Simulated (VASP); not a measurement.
Set up this calculation in VASP 6.6.1, as the native input.

- Task: single point
- Functional: LDA
- Potentials or basis: VASP PAW LDA potentials, release 64 (O)
- Cutoff: 600 eV
- k mesh: 19 × 19 × 11
- Occupations: fermi-dirac, width 0.1 eV
- Spin: no spin polarisation
- Dipole correction: no
- Further INCAR settings: ALGO = Normal; EDIFF = 1e-06; NBANDS = 13

The structure of O lies in POSCAR:

```
O
1.0
    2.3192376597      0.0000000000      0.0000000000
   -1.1596188298      2.0085187308      0.0000000000
    0.0000000000      0.0000000000      2.4819947631
O
2
Direct
    0.3333333333      0.6666666667      0.2500000000
    0.6666666667      0.3333333333      0.7500000000
```

One way to write it, as run:

INCAR

```
ALGO = Normal
EDIFF = 1E-6
ENCUT = 600
GGA = CA
GGA_COMPAT = F
ISIF = 2
ISMEAR = -1
LASPH = T
LCHARG = F
LREAL = F
LWAVE = F
NBANDS = 13
NELM = 120
PREC = Accurate
SIGMA = 0.1
```

KPOINTS

```
k-points
0
Gamma
  19 19 11
```

Potentials or basis: VASP PAW LDA potentials, release 64 (O).

Command:

```console
$ cat potpaw_LDA.64/O/POTCAR > POTCAR
$ mpirun -np 1 vasp_std > vasp.out
```

It gave:

```
Pressure               : 81.4 GPa
Band gap on the k mesh : zero (bands 6 and 7 overlap by 2.57 eV)
```

Caveat: the cell stands under pressure.

Wall time 24 s on 1 thread of Intel(R) Xeon(R) Platinum 8375C CPU @ 2.90GHz (Ice Lake), on a shared host, peak memory 0.13 GiB.
